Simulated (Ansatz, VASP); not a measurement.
This is a calculation of In3Se for Ansatz 0.2.0.

The input input.yaml:

```yaml
crystal:
  lattice:
    - [4.835571894, 0.0, 0.0]
    - [0.0, 4.835571894, 0.0]
    - [0.0, 0.0, 4.835571894]
  atoms:
    - { symbol: In, position: [0.5, 0.5, 0.0] }
    - { symbol: In, position: [0.5, 0.0, 0.5] }
    - { symbol: In, position: [0.0, 0.5, 0.5] }
    - { symbol: Se, position: [0.0, 0.0, 0.0] }
kpoints:
  mp_grid: { grid: [6, 6, 6] }
scf:
  occupations: { method: fermi_dirac, width: 0.05 }
hamiltonian:
  xc: lda
  pseudopotentials: { kind: all_electron, lapw: { basis_error: 0.002 } }
output:
  forces: true
  stress: true
  eigenvalues: true
```

Potentials or basis: all-electron LAPW, scalar-relativistic.

Launch:

```sh
$ ansatz run input.yaml --threads 2 --pin off --max-ram 8192MiB --backend cpu --events-out ev --progress --plain --runs-dir out
```

Q: Set up the same calculation for VASP 6.6.1. Potentials there: VASP PAW LDA potentials, release 64 (In_d, Se).

A: As run (the cutoff follows the program's own potentials):

INCAR

```
SYSTEM = In3Se
  PREC = Accurate
  ENCUT = 520
  EDIFF = 1E-6
  ISMEAR = -1
  SIGMA = 0.05
  LREAL = .FALSE.
  LASPH = .TRUE.
  NELM = 80
  ALGO = Normal
  ISIF = 2
  LWAVE = .FALSE.
  LCHARG = .FALSE.
  NBANDS = 30
```

Contents of KPOINTS:

```
regular mesh
0
G
  6 6 6
  0 0 0
```

The input POSCAR:

```
In3Se
1.0
    4.8355718940      0.0000000000      0.0000000000
    0.0000000000      4.8355718940      0.0000000000
    0.0000000000      0.0000000000      4.8355718940
In Se
3 1
Direct
    0.5000000000      0.5000000000      0.0000000000
    0.5000000000      0.0000000000      0.5000000000
    0.0000000000      0.5000000000      0.5000000000
    0.0000000000      0.0000000000      0.0000000000
```

Potentials or basis: VASP PAW LDA potentials, release 64 (In_d, Se).

Command:

```console
$ cat potpaw_LDA.64/In_d/POTCAR potpaw_LDA.64/Se/POTCAR > POTCAR
$ mpirun -np 1 vasp_std > vasp.out
```

Both were run:

|  | VASP | Ansatz | Ansatz less VASP |
| --- | --- | --- | --- |
| gap on the k mesh at the Fermi level (eV) | none | none | - |
| pressure (GPa) | -4.7 | -4.7 | 0.00 |

LDA's correlation is that of Perdew and Zunger in VASP and of Perdew and Wang (1992) in Ansatz. A gap of «none» marks a metal or a gap that the smearing closes. Ansatz ran all-electron here, and VASP with PAW potentials.
